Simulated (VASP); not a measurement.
Write the native input for VASP 6.6.1 that does the following.

```yaml
Task: single point
Functional: LDA
Potentials_or_basis: VASP PAW LDA potentials, release 64 (C, Si)
Cutoff: 600 eV
k_mesh: 8 × 8 × 8
Occupations: gaussian, width 0.05 eV
Spin: no spin polarisation
Dipole_correction: no
Further_INCAR_settings: ALGO = Normal; EDIFF = 1e-06; NBANDS = 11
```

The structure of SiC lies in POSCAR:

```
SiC
1.0
    0.0000000000      2.1453529427      2.1453529427
    2.1453529427      0.0000000000      2.1453529427
    2.1453529427      2.1453529427      0.0000000000
C Si
1 1
Direct
    0.0000000000      0.0000000000      0.0000000000
    0.2500000000      0.2500000000      0.2500000000
```

The input as run:

INCAR

```
PREC = Accurate ; ENCUT = 600
EDIFF = 1E-6 ; ISMEAR = 0
SIGMA = 0.05 ; LREAL = False
LASPH = True ; NELM = 120
ALGO = Normal ; ISIF = 2
LWAVE = False ; LCHARG = True
GGA = CA ; LELF = True
LVHAR = True ; NBANDS = 11
GGA_COMPAT = False
```

KPOINTS

```
regular mesh
0
Gamma
  8 8 8
```

Potentials or basis: VASP PAW LDA potentials, release 64 (C, Si).

The run is started by

```bash
$ cat potpaw_LDA.64/C/POTCAR potpaw_LDA.64/Si/POTCAR > POTCAR
$ mpirun -np 1 vasp_std > vasp.out
```

Results of the run:

```json
{"Pressure": "6.7 GPa", "Band gap on the k mesh": "1.26 eV, indirect (least direct gap 4.55 eV)"}
```

Run time: 5.3 s on 1 thread of AMD EPYC 7R43 64-Core Processor (Zen 3), on a shared host, peak memory 0.09 GiB.
